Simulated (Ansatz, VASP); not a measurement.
## One calculation of NbTe, two programs

```
CELL_PARAMETERS angstrom
3.60147 0.00000 0.00000
-1.80074 3.11897 0.00000
0.00000 0.00000 3.59295
ATOMIC_POSITIONS crystal
Nb 0.00000 0.00000 0.50000
Te 0.66667 0.33333 0.00000
```

Alike in both runs: task single point; functional PBEsol; k mesh 7 × 7 × 6; occupations fermi-dirac, width 0.1 eV; no spin polarisation.

|  | VASP | Ansatz |
| --- | --- | --- |
| version | VASP 6.6.1 | Ansatz 0.2.0 |
| potentials or method | VASP PAW PBE potentials, release 64 (Nb_sv, Te), cutoff 500 eV | plane waves, PAW |
| valence electrons in the cell | 19 | 29 |

|  | VASP | Ansatz | Ansatz less VASP |
| --- | --- | --- | --- |
| pressure (GPa) | 6.1 | 6.2 | +0.12 |
| traceless stress, the component that is largest in VASP (GPa) | 1.79 | 1.82 | +0.030 |

VASP's potentials were made for PBE, not for PBEsol. VASP's potentials hold 19 valence electrons a cell and Ansatz's 29, so a difference there can come from the potentials and not from the codes.

Spin-orbit coupling is off throughout.
